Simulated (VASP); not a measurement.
A run of VASP 6.6.1:

Contents of INCAR:

```
SYSTEM = Cd
ALGO = Normal
EDIFF = 1E-7
EDIFFG = -0.05
ENCUT = 500
GGA = PE
GGA_COMPAT = .False.
IBRION = 2
ISIF = 3
ISMEAR = -1
IVDW = 12
LASPH = .True.
LCHARG = .False.
LREAL = .False.
LWAVE = .False.
NELM = 120
NELMIN = 4
NSW = 80
PREC = Accurate
SIGMA = 0.3
```

File KPOINTS:

```
k-points
0
Gamma
  7 7 3
  0 0 0
```

File POSCAR:

```
Cd
1.0
    2.9788700000      0.0000000000      0.0000000000
   -1.4894350000      2.5797770000      0.0000000000
    0.0000000000      0.0000000000      5.6176500000
Cd
2
Direct
    0.3333333333      0.6666666667      0.2500000000
    0.6666666667      0.3333333333      0.7500000000
```

Potentials or basis: VASP PAW PBE potentials, release 64 (Cd).

Run with:

```bash
$ cat potpaw_PBE.64/Cd/POTCAR > POTCAR
$ mpirun -np 1 vasp_std > vasp.out
```

Hardware: 1 thread of Intel Xeon 8259CL, on a shared host.

**Question.** How long does it take, and how much memory?

**Answer.** It took 53 s on 1 thread of Intel Xeon 8259CL (shared host), peak memory 0.17 GiB. Counts: scf iterations 33, k points 16, ion steps 4.
